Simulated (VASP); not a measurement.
Here is a VASP 6.6.1 calculation.

Contents of INCAR:

```
SYSTEM = CuI
  ALGO = Normal
  EDIFF = 1E-6
  EDIFFG = -0.01
  ENCUT = 600
  GGA = RP
  IBRION = 2
  ISIF = 3
  ISMEAR = -1
  IVDW = 13
  LASPH = .TRUE.
  LCHARG = .FALSE.
  LREAL = .FALSE.
  LWAVE = .FALSE.
  NELM = 100
  NSW = 60
  PREC = Accurate
  SIGMA = 0.05
```

The input KPOINTS:

```
k-points
0
G
  8 8 8
  0 0 0
```

POSCAR

```
CuI
1.0
    0.0000000000      3.0315000000      3.0315000000
    3.0315000000      0.0000000000      3.0315000000
    3.0315000000      3.0315000000      0.0000000000
I Cu
1 1
Direct
    0.0000000000      0.0000000000      0.0000000000
    0.7500000000      0.7500000000      0.7500000000
```

Potentials or basis: VASP PAW PBE potentials, release 64 (I, Cu).

The run is started by

```console
$ cat potpaw_PBE.64/I/POTCAR potpaw_PBE.64/Cu/POTCAR > POTCAR
$ mpirun -np 1 vasp_std > vasp.out
```

(1) Estimate the relaxed volume.

(2) Predict the band gap on the k mesh.

## Answers

(1) 26.40 Å³/atom.

(2) 1.42 eV.

Caveat: the PAW data sets were made with another functional, which shifts forces and pressure a little; spin-orbit coupling is left out, which moves the levels of the heavy elements.
